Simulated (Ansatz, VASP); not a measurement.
Two plane-wave programs on Al7C

```
Al C
1.0
     0.00000    4.63065    4.63065
     4.63065    0.00000    4.63065
     4.63065    4.63065    0.00000
Al C
7 1
Direct
  0.22266 0.77734 0.77734
  0.77734 0.22266 0.22266
  0.77734 0.22266 0.77734
  0.22266 0.77734 0.22266
  0.77734 0.77734 0.22266
  0.22266 0.22266 0.77734
  0.50000 0.50000 0.50000
  0.00000 0.00000 0.00000
```

Alike in both runs: functional PBE; k mesh 8 × 8 × 8; occupations gaussian, width 0.1 eV; no spin polarisation.

Ansatz relaxed the structure, and its values are those at the end. VASP's run is a single point on that final structure, the one shown.

|  | VASP | Ansatz |
| --- | --- | --- |
| version | VASP 6.6.1 | Ansatz 0.2.0 |
| potentials or method | VASP PAW PBE potentials, release 64 (Al, C), cutoff 520 eV | scalar-relativistic, plane waves, PAW |
| valence electrons in the cell | 25 | 25 |

```csv
,VASP,Ansatz,Ansatz less VASP
gap on the k mesh at the Fermi level (eV),none,none,-
pressure (GPa),0.0,0.0,+0.03
rms of the force components (eV/Å),0.005,0.000,-0.0045
```

A gap of «none» marks a metal or a gap that the smearing closes.
